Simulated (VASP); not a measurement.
# Ti (P6_3/mmc) in VASP: a series of runs

Runs on Ti. Level: PBE. Tasks: single point.

Everything below comes from runs of VASP 6.6.1. Logs are shortened: lines on timing, memory, paths and dates and some standing lists are left out, and cuts for length are marked.

### 1 The cell of the first run

Symmetry: P6_3/mmc, No. 194, hexagonal system. The conventional cell has a = 2.939 Å, b = 2.939 Å, c = 4.647 Å, α = 90.00°, β = 90.00°, γ = 120.00°. Ti (site symmetry -6m2) has 12 Ti at 2.88 to 2.94 Å within 3.8 Å.

### 2 Single point, PBE

Input file INCAR:

```
ALGO = Fast
EDIFF = 1E-6
ENCUT = 520
GGA = PE
ISIF = 2
ISMEAR = 0
LASPH = T
LCHARG = F
LREAL = F
LWAVE = F
NBANDS = 19
NELM = 60
PREC = Accurate
SIGMA = 0.05
```

Input file KPOINTS:

```
k-points
0
Gamma
  16 16 10
```

Input file POSCAR:

```
Ti
1.0
    2.9393077456      0.0000000000      0.0000000000
   -1.4696538728      2.5455151772      0.0000000000
    0.0000000000      0.0000000000      4.6470736703
Ti
2
Direct
    0.3333333333      0.6666666667      0.7500000000
    0.6666666667      0.3333333333      0.2500000000
```

Potentials or basis: VASP PAW PBE potentials, release 64 (Ti_sv).

The run is started by

```
$ cat potpaw_PBE.64/Ti_sv/POTCAR > POTCAR
$ mpirun -np 1 vasp_std > vasp.out
```

OUTCAR:

```text
EDIFF = 1E-6
   ENCUT = 520
   GGA = PE
   ISIF = 2
   ISMEAR = 0
   LASPH = T
   LREAL = F
   NELM = 60
   PREC = Accurate

 ion  position               nearest neighbor table
   1  0.333  0.667  0.750-   2 2.88   2 2.88   2 2.88   2 2.88   2 2.88   2 2.88
   2  0.667  0.333  0.250-   1 2.88   1 2.88   1 2.88   1 2.88   1 2.88   1 2.88

  LATTYP: Found a hexagonal cell.
 ALAT       =     2.9393077456
 C/A-ratio  =     1.5810095684

  Lattice vectors:

 A1 = (   2.9393077456,   0.0000000000,   0.0000000000)
 A2 = (  -1.4696538728,   2.5455151772,   0.0000000000)
 A3 = (   0.0000000000,   0.0000000000,   4.6470736703)

Analysis of symmetry for initial positions (statically):
=====================================================================
 Subroutine PRICEL returns:
 Original cell was already a primitive cell.

 Routine SETGRP: Setting up the symmetry group for a
 hexagonal supercell.

 Subroutine GETGRP returns: Found 24 space group operations
 (whereof 12 operations were pure point group operations)
 out of a pool of 24 trial point group operations.

The static configuration has the point symmetry D_3d.
 The point group associated with its full space group is D_6h.

Analysis of symmetry for dynamics (positions and initial velocities):
=====================================================================
 Subroutine PRICEL returns:
 Original cell was already a primitive cell.

 Routine SETGRP: Setting up the symmetry group for a
 hexagonal supercell.

 Subroutine GETGRP returns: Found 24 space group operations
 (whereof 12 operations were pure point group operations)
 out of a pool of 24 trial point group operations.

The dynamic configuration has the point symmetry D_3d.
 The point group associated with its full space group is D_6h.

 Subroutine INISYM returns: Found 24 space group operations
 (whereof 12 operations are pure point group operations),
 and found     1 'primitive' translations

----------------------------------------------------------------------------------------

                                     Primitive cell

  volume of cell :      34.7696

  direct lattice vectors                    reciprocal lattice vectors
[... 76 lines left out ...]
   NGXF,Y,Z  is equivalent  to a cutoff of  27.15, 27.15, 25.76 a.u.
 SYSTEM =  unknown system
   PREC   = accura    normal or accurate (medium, high low for compatibility)
   ISTART =      0    job   : 0-new  1-cont  2-samecut
   ICHARG =      2    charge: 1-file 2-atom 10-const
   ISPIN  =      1    spin polarized calculation?
   LNONCOLLINEAR =      F non collinear calculations
   LSORBIT =      F    spin-orbit coupling
   LASPH  =      T    aspherical Exc in radial PAW
   ENCUT  =  520.0 eV  38.22 Ry    6.18 a.u.   5.47  5.47  8.64*2*pi/ulx,y,z
   NELM   =     60;   NELMIN=  2; NELMDL= -5     # of ELM steps
   EDIFF  = 0.1E-05   stopping-criterion for ELM
   LREAL  =      F    real-space projection
   EDIFFG = 0.1E-04   stopping-criterion for IOM
   NSW    =      0    number of steps for IOM
   IBRION =     -1    ionic relax: 0-MD 1-quasi-New 2-CG
   NFREE  =      0    steps in history (QN), initial steepest desc. (CG)
   ISIF   =      2    stress and relaxation
   ISYM   =      2    0-nonsym 1-usesym 2-fastsym
   POTIM  = 0.5000    time-step for ionic-motion
   TEBEG  =    0.0;   TEEND  =   0.0 temperature during run
   PSTRESS=    0.0 pullay stress
   NELECT =      24.0000    total number of electrons
   NUPDOWN=      -1.0000    fix difference up-down
   EMIN   =  10.00;   EMAX   =-10.00  energy-range for DOS
   EFERMI =   0.00;   METHOD = LEGACY
   ISMEAR =     0;   SIGMA  =   0.05  broadening in eV -4-tet -1-fermi 0-gaus
   EFERMI_NEDOS =   21; number of points for ismear=-14 and -15
   IALGO  =     68    algorithm
   IMIX   =      4    mixing-type and parameters
     AMIX     =   0.40;   BMIX     =  1.00
     AMIX_MAG =   1.60;   BMIX_MAG =  1.00
  volume/ion in A,a.u.               =      17.38       117.32
  Fermi-wavevector in a.u.,A,eV,Ry     =   1.446811  2.734076 28.480560  2.093262
  Thomas-Fermi vector in A             =   2.564837
   LORBIT       =      0    0 simple, 1 ext, 2 COOP (PROOUT), +10 PAW based schemes
   GGA     = PE    functional components
   LHFCALC =     F    Hartree Fock is set to
   AEXX    =    0.0000 exact exchange contribution
   IVDW    =     0    specifies the selected vdW correction
   LEPSILON=     F    determine dielectric tensor
   LRPA    =     F    only Hartree local field effects (RPA)
 non-spin polarized calculation
 RMM-DIIS sequential band-by-band and
 Gauss-broadening in eV      SIGMA  =   0.05
  energy-cutoff  :      520.00
  volume of cell :       34.77
 maximum number of plane-waves:       965
 NGX is ok and might be reduce to    24
   NGX = 11   NGY = 11   NGZ = 17

 number of electron      24.0000002 magnetization

 Free energy of the ion-electron system (eV)
  ---------------------------------------------------
  ext. energy  EPLUGINS =         0.00000000
  ---------------------------------------------------
  free energy    TOTEN  =       -15.67295881 eV

  energy without entropy =      -15.67008686  energy(sigma->0) =      -15.67152283

 E-fermi :   8.3376     XC(G=0): -11.4931

 val. band max:        8.3369936235   @ k =   0.1875   0.0000   0.3000
 cond. band min:       8.3393713664   @ k =   0.0625   0.0000   0.5000
 fundamental gap:      0.0023777428
 Fermi energy:         8.3376347501

 k-point     1 :       0.0000    0.0000    0.0000
  band No.  band energies     occupation
      1     -48.5378      2.00000
      2     -48.4008      2.00000
      3     -25.1281      2.00000
      4     -24.4836      2.00000
      5     -24.4836      2.00000
      6     -24.4200      2.00000
[... 505 lines left out ...]
      6     -24.6199      2.00000
[... 11 lines left out ...]
     18      11.7154      0.00000
     19      12.0053      0.00000

 [... further k-points ...]
[... 5 lines left out ...]
  --------------------------------------------------------------------------------------
  -------------------------------------------------------------------------------------
  Total       -0.0745971     -0.0745971     -0.0870467     -0.0000000      0.0000000     -0.0000000
  in kB       -3.4374168     -3.4374168     -4.0110920     -0.0000000      0.0000000     -0.0000000
  external PRESSURE =      -3.6286419 kB  Pullay stress =       0.0000000 kB

 VOLUME and BASIS-vectors are now :
 -----------------------------------------------------------------------------
  energy-cutoff  :      520.00
  volume of cell :       34.77
      direct lattice vectors                 reciprocal lattice vectors
     2.939307746  0.000000000  0.000000000     0.340216162  0.196423893  0.000000000
    -1.469653873  2.545515177  0.000000000     0.000000000  0.392847785  0.000000000
     0.000000000  0.000000000  4.647073670     0.000000000  0.000000000  0.215189186

 POSITION                                       TOTAL-FORCE (eV/Angst)
 -----------------------------------------------------------------------------------
     -0.00000      1.69701      3.48531        -0.000000      0.000000      0.000000
      1.46965      0.84851      1.16177         0.000000     -0.000000      0.000000
 -----------------------------------------------------------------------------------
    total drift:                               -0.000000      0.000000     -0.000000

  FREE ENERGIE OF THE ION-ELECTRON SYSTEM (eV)
  ---------------------------------------------------
  free  energy   TOTEN  =       -15.6729588062 eV

  energy  without entropy=      -15.6700868607  energy(sigma->0) =      -15.67152283
```

OSZICAR:

```text
N       E                     dE             d eps       ncg     rms          rms(c)
DAV:   1     0.264570137785E+03    0.26457E+03   -0.13027E+04  6840   0.158E+03
DAV:   2     0.126250811558E+02   -0.25195E+03   -0.24780E+03  7041   0.441E+02
DAV:   3    -0.164946800921E+02   -0.29120E+02   -0.28788E+02 12750   0.123E+02
[... 28 lines left out ...]
RMM:  32    -0.156729551425E+02   -0.13471E-05   -0.18823E-05  7987   0.190E-02    0.152E-02
RMM:  33    -0.156729565857E+02   -0.14432E-05   -0.17417E-05  7251   0.167E-02    0.152E-02
RMM:  34    -0.156729573765E+02   -0.79073E-06   -0.12043E-05  7951   0.164E-02    0.135E-02
RMM:  35    -0.156729582196E+02   -0.84313E-06   -0.11480E-05  7141   0.145E-02    0.125E-02
RMM:  36    -0.156729588062E+02   -0.58662E-06   -0.82730E-06  7617   0.138E-02
   1 F= -.15672959E+02 E0= -.15671523E+02  d E =-.287195E-02
```

Run time: 2 min. Hardware: 1 thread of Intel Xeon 6975P-C (Granite Rapids), shared host; peak memory 0.22 GiB.

What came out:

* Free energy: -15.6730 eV
* Pressure: -0.4 GPa
* Band gap on the k mesh: zero (band 12 reaches 9.10 eV, above the bottom of band 13 at 8.03 eV)

Levels at points of the mesh, in eV from the Fermi level:
```
           k point  band 10  band 11  band 12  band 13  band 14  band 15
(0.00, 0.00, 0.00)    -2.70     0.76     0.76     0.77     0.88     1.26
(0.50, 0.00, 0.00)    -2.17    -1.85    -0.65     0.46     0.62     1.17
(0.00, 0.00, 0.50)    -4.36     0.08     0.08     0.66     0.66     0.66
(0.50, 0.00, 0.50)    -2.55    -0.82    -0.82     1.31     1.31     1.71
```

### 3 Single point, PBE

Input file INCAR:

```
SYSTEM = Ti
  ALGO = Fast
  EDIFF = 1E-7
  ENCUT = 520
  GGA = PE
  ISIF = 2
  ISMEAR = 0
  LASPH = .True.
  LCHARG = .True.
  LELF = .True.
  LREAL = .False.
  LVHAR = .True.
  LWAVE = .False.
  NBANDS = 19
  NELM = 100
  PREC = Accurate
  SIGMA = 0.05
```

Input file KPOINTS:

```
k-points
0
Gamma
  16 16 10
  0 0 0
```

POSCAR is that of step 2.

Potentials or basis: VASP PAW PBE potentials, release 64 (Ti_sv).

The run is started by

```
$ cat potpaw_PBE.64/Ti_sv/POTCAR > POTCAR
$ mpirun -np 1 vasp_std > vasp.out
```

Wall time 2.6 min (1 thread of Intel Xeon 6975P-C (Granite Rapids), shared host); peak memory 0.22 GiB.

The run converged. Its results:

- Free energy: -15.6730 eV
- Pressure: -0.2 GPa
- Band gap on the k mesh: zero (band 12 reaches 9.10 eV, above the bottom of band 13 at 8.03 eV)

Levels at points of the mesh, in eV from the Fermi level:
```
           k point  band 8  band 9  band 10  band 11  band 12  band 13  band 14  band 15  band 16  band 17
(0.00, 0.00, 0.00)  -32.72   -6.22    -2.70     0.76     0.76     0.77     0.88     1.26     1.26     1.60
(0.50, 0.00, 0.00)  -32.79   -2.36    -2.17    -1.85    -0.65     0.46     0.62     1.17     3.32     3.55
(0.00, 0.00, 0.50)  -32.77   -4.36    -4.36     0.08     0.08     0.66     0.66     0.66     0.66     2.78
(0.50, 0.00, 0.50)  -32.88   -2.55    -2.55    -0.82    -0.82     1.31     1.31     1.71     1.71     3.46
```
